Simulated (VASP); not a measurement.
Si2Ni, 3 atoms in the cell. It takes space group Fm-3m (No. 225, cubic). The conventional cell has a = 5.335 Å, b = 5.335 Å, c = 5.335 Å, α = 90.00°, β = 90.00°, γ = 90.00°. Within 3.1 Å of Si (site symmetry -43m) lie 4 Ni at 2.31 Å and 6 Si at 2.67 Å. Within 3.1 Å of Ni (site symmetry m-3m) lie 8 Si at 2.31 Å. 

| Item | Value |
| --- | --- |
| Program | VASP 6.6.1 |
| Task | single point |
| Functional | PBE |
| Potentials or basis | VASP PAW PBE potentials, release 64 (Si, Ni) |
| Cutoff | 520 eV |
| k mesh | 14 × 14 × 14 |
| Occupations | gaussian, width 0.15 eV |
| Spin | collinear spin, ferromagnetic start |
| Starting moments | [0.0, 0.0, 0.75] μB |
| Fixed moment | 0.75 μB |
| Dipole correction | no |
| Further INCAR settings | ALGO = Normal; EDIFF = 1e-07; NBANDS = 20 |

Potentials or basis: VASP PAW PBE potentials, release 64 (Si, Ni).

Command:

```console
$ cat potpaw_PBE.64/Si/POTCAR potpaw_PBE.64/Ni/POTCAR > POTCAR
$ mpirun -np 1 vasp_std > vasp.out
```

Hardware: 1 thread of Intel(R) Xeon(R) 6975P-C (Granite Rapids), with other jobs on the host.

**Question.** Estimate the wall time of this run.

**Answer.** Wall time 2.3 min on 1 thread of Intel(R) Xeon(R) 6975P-C (Granite Rapids), with other jobs on the host, peak memory 0.25 GiB. Counts: scf iterations 16, k points 104.
